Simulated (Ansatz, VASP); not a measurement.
# SrCl2: VASP beside Ansatz

File POSCAR:

```
SrCl2
1.0
    0.0000000000      3.7643400000      3.6249200000
    3.7643400000      0.0000000000      3.6249200000
    3.7643400000      3.7643400000      0.0000000000
Sr Cl
1 2
Direct
    0.0000000000      0.0000000000      0.0000000000
    0.2500000000      0.2500000000      0.2500000000
    0.7500000000      0.7500000000      0.7500000000
```

File INCAR.step1:

```
ALGO     = Normal         # electronic algorithm
EDIFF    = 1E-4           # SCF threshold, eV
ENCUT    = 520            # plane-wave cutoff, eV
GGA      = PE             # functional
ISMEAR   = 0              # smearing method
LASPH    = True           # aspherical terms in the spheres
LCHARG   = False          # write CHGCAR
LREAL    = False          # projectors in reciprocal space
LWAVE    = True           # write WAVECAR
NBANDS   = 19             # bands
NELM     = 100            # most SCF steps
PREC     = Accurate       # precision mode
SIGMA    = 0.05           # smearing width, eV
```

Contents of INCAR.step2:

```
ALGO     = Normal         # electronic algorithm
EDIFF    = 1E-6           # SCF threshold, eV
ENCUT    = 520            # plane-wave cutoff, eV
ISIF     = 2              # what is computed and relaxed
ISMEAR   = 0              # smearing method
ISTART   = 1            
LASPH    = True           # aspherical terms in the spheres
LCHARG   = True           # write CHGCAR
LELF     = True           # ELF
LMIXTAU  = True         
LREAL    = False          # projectors in reciprocal space
LVHAR    = True         
LWAVE    = False          # write WAVECAR
METAGGA  = R2SCAN         # meta-GGA
NBANDS   = 19             # bands
NELM     = 100            # most SCF steps
PREC     = Accurate       # precision mode
SIGMA    = 0.05           # smearing width, eV
```

The input KPOINTS:

```
k-points
0
Gamma
  6 6 6
```

Input for Ansatz:

```yaml
crystal:
  lattice:
    - [0.0, 3.76434, 3.62492]
    - [3.76434, 0.0, 3.62492]
    - [3.76434, 3.76434, 0.0]
  atoms:
    - { symbol: Sr, position: [0.0, 0.0, 0.0] }
    - { symbol: Cl, position: [0.25, 0.25, 0.25] }
    - { symbol: Cl, position: [0.75, 0.75, 0.75] }
basis:
  ecutwfc: 500
kpoints:
  mp_grid: { grid: [6, 6, 6] }
hamiltonian:
  xc: r2scan
scf:
  occupations: { method: gaussian, width: 0.05 }
output:
  forces: true
  stress: true
  eigenvalues: true
```

Change from the starting cell: strain +0.080 along x and y, +0.040 along z, atoms carried along.

Alike in both runs: task single point; functional r2SCAN; k mesh 6 × 6 × 6; occupations gaussian, width 0.05 eV; no spin polarisation.

```csv
,VASP,Ansatz
version,VASP 6.6.1,Ansatz 0.2.0
potentials or method,"VASP PAW PBE potentials, release 64 (Sr_sv, Cl), cutoff 520 eV","scalar-relativistic, plane waves, PAW"
valence electrons in the cell,24,24
```

|  | VASP | Ansatz | Ansatz less VASP |
| --- | --- | --- | --- |
| gap on the k mesh at the Fermi level (eV) | 5.13 | 5.12 | -0.004 |
| least direct gap on the mesh (eV) | 5.37 | 5.36 | -0.005 |
| pressure (GPa) | -4.5 | -4.5 | 0.00 |
| traceless stress, the component that is largest in VASP (GPa) | 1.04 | 1.04 | +0.003 |

VASP's potentials were made for PBE, not for r2SCAN.
